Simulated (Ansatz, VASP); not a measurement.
# V in VASP and in Ansatz

The input INCAR:

```
ALGO     = Normal         # electronic algorithm
EDIFF    = 1E-6           # SCF threshold, eV
ENCUT    = 520            # plane-wave cutoff, eV
GGA      = RP             # functional
ISIF     = 2              # what is computed and relaxed
ISMEAR   = -1             # smearing method
LASPH    = T              # aspherical terms in the spheres
LCHARG   = T              # write CHGCAR
LELF     = T              # ELF
LREAL    = F              # projectors in reciprocal space
LVHAR    = T            
LWAVE    = F              # write WAVECAR
NBANDS   = 12             # bands
NELM     = 60             # most SCF steps
PREC     = Accurate       # precision mode
SIGMA    = 0.1            # smearing width, eV
```

File KPOINTS:

```
k-points
0
Gamma
  24 24 24
```

POSCAR

```
V
1.0
   -1.4908047106      1.4908047106      1.4908047106
    1.4908047106     -1.4908047106      1.4908047106
    1.4908047106      1.4908047106     -1.4908047106
V
1
Direct
    0.0000000000      0.0000000000      0.0000000000
```

Input for Ansatz:

```yaml
crystal:
  lattice:
    - [-1.4908047104, 1.4908047104, 1.4908047104]
    - [1.4908047104, -1.4908047104, 1.4908047104]
    - [1.4908047104, 1.4908047104, -1.4908047104]
  atoms:
    - { symbol: V, position: [0.0, 0.0, 0.0] }
hamiltonian:
  xc: rpbe
  pseudopotentials:
    kind: paw
    azcp:
      V: "pseudopotentials/V.paw.azcp"
basis:
  ecutwfc: 420
  fft_grid_basis: typed
kpoints:
  mp_grid: { grid: [24, 24, 24], shift: [0, 0, 0] }
magnetization:
  spin_polarized: false
scf:
  occupations: { method: fermi_dirac, width: 0.1 }
output:
  stress: true
```

Alike in both runs: task single point; functional RPBE; k mesh 24 × 24 × 24; occupations fermi-dirac, width 0.1 eV; no spin polarisation.

|  | VASP | Ansatz |
| --- | --- | --- |
| version | VASP 6.6.1 | Ansatz 0.2.0 |
| potentials or method | VASP PAW PBE potentials, release 64 (V_sv), cutoff 520 eV | plane waves (420 eV) with PAW, scalar-relativistic |
| valence electrons in the cell | 13 | 13 |

```tsv
	VASP	Ansatz	Ansatz less VASP
pressure (GPa)	7.9	7.6	-0.31
```

VASP's potentials were made for PBE, not for RPBE. The functional is the same, so the differences come from potentials, cutoffs and numerics.
